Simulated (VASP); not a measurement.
HfO2, 3 atoms in the cell. The structure is cubic, space group Fm-3m (No. 225). The conventional cell has a = 5.044 Å, b = 5.044 Å, c = 5.044 Å, α = 90.00°, β = 90.00°, γ = 90.00°. Within 2.9 Å of Hf (site symmetry m-3m) lie 8 O at 2.18 Å. O (site symmetry -43m) has 4 Hf at 2.18 Å and 6 O at 2.52 Å within 2.9 Å. 

- Program: VASP 6.6.1
- Task: single point
- Functional: PBEsol
- Potentials or basis: VASP PAW PBE potentials, release 64 (Hf_pv, O)
- Cutoff: 600 eV
- k mesh: 5 × 5 × 5
- Occupations: gaussian, width 0.01 eV
- Spin: no spin polarisation
- Dipole correction: no
- Further INCAR settings: ALGO = Normal; EDIFF = 1e-06; NBANDS = 18

Potentials or basis: VASP PAW PBE potentials, release 64 (Hf_pv, O).

Run with:

```bash
$ cat potpaw_PBE.64/Hf_pv/POTCAR potpaw_PBE.64/O/POTCAR > POTCAR
$ mpirun -np 1 vasp_std > vasp.out
```

Hardware: 1 thread of AMD EPYC 9R45 96-Core Processor (Zen 5), with other jobs on the host.

**Question.** Estimate the wall time of this run.

**Answer.** It took 4.4 s on 1 thread of AMD EPYC 9R45 96-Core Processor (Zen 5), with other jobs on the host, peak memory 0.13 GiB. Counts: scf iterations 13, k points 10.
